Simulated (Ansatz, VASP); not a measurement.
## Two plane-wave programs on BiTe

The input POSCAR:

```
BiTe
1.0
    2.4227077728      1.3987509848      3.3172919545
   -2.4227077728      1.3987509848      3.3172919545
    0.0000000000     -2.7975019696      3.3172919545
Bi Te
1 1
Direct
    0.5000000000      0.5000000000      0.5000000000
    0.0000000000      0.0000000000      0.0000000000
```

File INCAR.step1:

```
PREC = Accurate
ENCUT = 600
ISMEAR = 0
SIGMA = 0.1
LREAL = F
LASPH = T
NELM = 80
GGA = PE
ALGO = Normal
EDIFF = 1E-4
LWAVE = T
LCHARG = F
```

The input INCAR.step2:

```
PREC = Accurate
ENCUT = 600
EDIFF = 1E-7
ISMEAR = 0
SIGMA = 0.1
LREAL = F
LASPH = T
NELM = 80
ALGO = Normal
ISIF = 3
LWAVE = F
LCHARG = F
METAGGA = R2SCAN
LMIXTAU = T
IBRION = 2
NSW = 100
EDIFFG = -0.005
ISTART = 1
```

Contents of KPOINTS:

```
Automatic mesh
0
Gamma
  12 12 12
```

Input for Ansatz:

```yaml
crystal:
  lattice:
    - [2.4227077728, 1.3987509848, 3.3172919545]
    - [-2.4227077728, 1.3987509848, 3.3172919545]
    - [0.0, -2.7975019696, 3.3172919545]
  atoms:
    - { symbol: Bi, position: [0.5, 0.5, 0.5] }
    - { symbol: Te, position: [0.0, 0.0, 0.0] }
basis:
  ecutwfc: 500
kpoints:
  mp_grid: { grid: [12, 12, 12] }
hamiltonian:
  xc: r2scan
scf:
  occupations: { method: gaussian, width: 0.1 }
output:
  forces: true
  stress: true
  eigenvalues: true
relax:
  adjacent_minimum: "off"
  f_tol: 0.005
  max_steps: 80
  cell: { stress_tol: 0.05 }
```

Alike in both runs: task relaxation of cell and atoms; functional r2SCAN; k mesh 12 × 12 × 12; occupations gaussian, width 0.1 eV; no spin polarisation.

|  | VASP | Ansatz |
| --- | --- | --- |
| version | VASP 6.6.1 | Ansatz 0.2.0 |
| potentials or method | VASP PAW PBE potentials, release 64 (Bi_d, Te), cutoff 600 eV | scalar-relativistic, plane waves, PAW |
| valence electrons in the cell | 21 | 31 |

Ansatz gave:

| Quantity | Value |
| --- | --- |
| gap on the k mesh at the Fermi level, each at its own relaxed structure (eV) | none |
| relaxed volume (Å³/atom) | 33.19 |
| relaxed length of the cell vector where the two differ most in proportion (Å) | 4.315 |

Estimate VASP's values.

gap on the k mesh at the Fermi level, each at its own relaxed structure (eV): none; relaxed volume (Å³/atom): 33.19; relaxed length of the cell vector where the two differ most in proportion (Å): 4.314.

VASP's potentials were made for PBE, not for r2SCAN. A gap of «none» marks a metal or a gap that the smearing closes. VASP's potentials hold 21 valence electrons a cell and Ansatz's 31, so a difference there can come from the potentials and not from the codes.

Spin-orbit coupling is off throughout.
